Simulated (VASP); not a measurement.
# WS2: single point with PBEsol

WS2:

```
CELL_PARAMETERS angstrom
3.20120 0.00000 0.00000
-1.60060 2.77232 0.00000
0.00000 0.00000 12.91844
ATOMIC_POSITIONS crystal
W 0.33333 0.66667 0.25000
W 0.66667 0.33333 0.75000
S 0.33333 0.66667 0.60686
S 0.66667 0.33333 0.10686
S 0.33333 0.66667 0.89314
S 0.66667 0.33333 0.39314
```

This cell differs from its parent crystal: atoms shifted along a free coordinate.

```json
{
  "Program": "VASP 6.6.1",
  "Task": "single point",
  "Functional": "PBEsol",
  "Potentials or basis": "VASP PAW PBE potentials, release 64 (W_sv, S)",
  "Cutoff": "520 eV",
  "k mesh": "12 × 12 × 2",
  "Occupations": "gaussian, width 0.05 eV",
  "Spin": "no spin polarisation"
}
```

* Pressure: -24.0 GPa
* Largest force: 4.023 eV/Å
* Band gap on the k mesh: 0.51 eV (least direct gap 1.21 eV)

Forces on the atoms (eV/Å):
```
W    0.000  0.000  0.000
W    0.000  0.000  0.000
S    0.000  0.000  4.023
S    0.000  0.000  4.023
S    0.000  0.000 -4.023
S    0.000  0.000 -4.023
```

Stress tensor (GPa, compression positive):
```
-15.73   0.00   0.00
  0.00 -15.73   0.00
  0.00   0.00 -40.51
```

Levels at points of the mesh, in eV from the valence-band top:
| k point | band 22 | band 23 | band 24 | band 25 | band 26 | band 27 | band 28 | band 29 | band 30 | band 31 |
| --- | --- | --- | --- | --- | --- | --- | --- | --- | --- | --- |
| (0.00, 0.00, 0.00) | -0.76 | -0.76 | -0.65 | -0.65 | -0.32 | 1.94 | 1.94 | 2.20 | 2.20 | 2.40 |
| (0.50, 0.00, 0.00) | -2.31 | -1.30 | -1.17 | -0.98 | -0.55 | 2.14 | 2.49 | 2.72 | 2.75 | 2.81 |
| (0.00, 0.00, 0.50) | -0.71 | -0.71 | -0.71 | -0.53 | -0.53 | 2.06 | 2.06 | 2.06 | 2.06 | 2.46 |
| (0.50, 0.00, 0.50) | -2.41 | -1.21 | -1.21 | -0.76 | -0.76 | 2.47 | 2.47 | 2.73 | 2.73 | 2.99 |

Run time: 3.6 min on 1 thread of Intel Xeon 8259CL, on a shared host, peak memory 0.29 GiB.

Caveat: the cell differs from its parent crystal (atoms shifted along a free coordinate); the cell stands under tension; the PAW data sets were made with another functional, which shifts forces and pressure a little; spin-orbit coupling is left out, which moves the levels of the heavy elements. A k mesh can miss the band edges.
